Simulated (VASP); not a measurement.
A run of VASP 6.6.1 is set up as follows.

File INCAR:

```
PREC = Accurate ; ENCUT = 700
EDIFF = 1E-6 ; ISMEAR = 0
SIGMA = 0.01 ; LREAL = False
LASPH = True ; NELM = 120
ALGO = Normal ; ISIF = 2
LWAVE = False ; LCHARG = False
GGA = PE ; NBANDS = 28
GGA_COMPAT = False
```

KPOINTS

```
Automatic mesh
0
Gamma
  6 6 6
```

Contents of POSCAR:

```
KTaO3
1.0
    4.1033553067      0.0000000000      0.0000000000
    0.0000000000      4.1033553067      0.0000000000
    0.0000000000      0.0000000000      4.1033553067
K Ta O
1 1 3
Direct
    0.0000000000      0.0000000000      0.0000000000
    0.5000000000      0.5000000000      0.5000000000
    0.5000000000      0.5000000000      0.0000000000
    0.5000000000      0.0000000000      0.5000000000
    0.0000000000      0.5000000000      0.5000000000
```

Potentials or basis: VASP PAW PBE potentials, release 64 (K_sv, Ta_sv_GW, O).

Command:

```bash
$ cat potpaw_PBE.64/K_sv/POTCAR potpaw_PBE.64/Ta_sv_GW/POTCAR potpaw_PBE.64/O/POTCAR > POTCAR
$ mpirun -np 1 vasp_std > vasp.out
```

Task: Predict the pressure.

Result: -9.7 GPa.

Task: Predict the band gap on the k mesh.

Result: 2.01 eV (least direct gap 2.65 eV).

Caveat: the cell stands under tension; spin-orbit coupling is left out, which moves the levels of the heavy elements. A k mesh can miss the band edges.
